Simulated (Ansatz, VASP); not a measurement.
## Ta2N in VASP and in Ansatz

Contents of INCAR:

```
ALGO = Normal
EDIFF = 1E-6
ENCUT = 520
GGA = PE
ISIF = 2
ISMEAR = 0
LASPH = T
LCHARG = F
LREAL = F
LWAVE = F
NBANDS = 50
NELM = 60
PREC = Accurate
SIGMA = 0.15
```

Contents of KPOINTS:

```
k-points
0
Gamma
  9 9 8
```

Contents of POSCAR:

```
Ta2N
1.0
    5.2791162262      0.0000000000      0.0000000000
   -2.6395581131      4.5718487614      0.0000000000
    0.0000000000      0.0000000000      5.0214953543
Ta N
6 3
Direct
    0.7023560318      0.7023560318      0.7528547364
    0.0000000000      0.2976439682      0.7528547364
    0.2976439682      0.0000000000      0.7528547364
    0.2976439682      0.2976439682      0.2471452636
    0.0000000000      0.7023560318      0.2471452636
    0.7023560318      0.0000000000      0.2471452636
    0.6666666667      0.3333333333      0.5000000000
    0.3333333333      0.6666666667      0.5000000000
    0.0000000000      0.0000000000      0.0000000000
```

Input for Ansatz:

```yaml
crystal:
  lattice:
    - [5.2791162262, 0.0, 0.0]
    - [-2.6395581131, 4.5718487614, 0.0]
    - [0.0, 0.0, 5.0214953543]
  atoms:
    - { symbol: Ta, position: [0.7023560318, 0.7023560318, 0.7528547364] }
    - { symbol: Ta, position: [0.0, 0.2976439682, 0.7528547364] }
    - { symbol: Ta, position: [0.2976439682, 0.0, 0.7528547364] }
    - { symbol: Ta, position: [0.2976439682, 0.2976439682, 0.2471452636] }
    - { symbol: Ta, position: [0.0, 0.7023560318, 0.2471452636] }
    - { symbol: Ta, position: [0.7023560318, 0.0, 0.2471452636] }
    - { symbol: "N", position: [0.6666666667, 0.3333333333, 0.5] }
    - { symbol: "N", position: [0.3333333333, 0.6666666667, 0.5] }
    - { symbol: "N", position: [0.0, 0.0, 0.0] }
basis:
  ecutwfc: 520.0
kpoints:
  mp_grid: { grid: [9, 9, 8] }
hamiltonian:
  xc: pbe
  pseudopotentials: { kind: paw, azcp: { folder: soft_1 } }
scf:
  occupations: { method: gaussian, width: 0.15 }
output:
  forces: true
  stress: true
  eigenvalues: true
```

Alike in both runs: task single point; functional PBE; k mesh 9 × 9 × 8; occupations gaussian, width 0.15 eV; no spin polarisation.

|  | VASP | Ansatz |
| --- | --- | --- |
| version | VASP 6.6.1 | Ansatz 0.2.0 |
| potentials or method | VASP PAW PBE potentials, release 64 (Ta_pv, N), cutoff 520 eV | scalar-relativistic, plane waves, PAW |
| valence electrons in the cell | 81 | 93 |

|  | VASP | Ansatz | Ansatz less VASP |
| --- | --- | --- | --- |
| gap on the k mesh at the Fermi level (eV) | none | none | - |
| pressure (GPa) | 13.4 | 12.8 | -0.61 |
| traceless stress, the component that is largest in VASP (GPa) | -7.03 | -7.04 | -0.003 |
| rms of the force components (eV/Å) | 2.935 | 2.924 | -0.0117 |

Atom by atom the forces differ by 0.012 eV/Å (rms over components). A gap of «none» marks a metal or a gap that the smearing closes. The functional is the same, so the differences come from potentials, cutoffs and numerics. VASP's potentials hold 81 valence electrons a cell and Ansatz's 93, so a difference there can come from the potentials and not from the codes.

Spin-orbit coupling is off throughout.
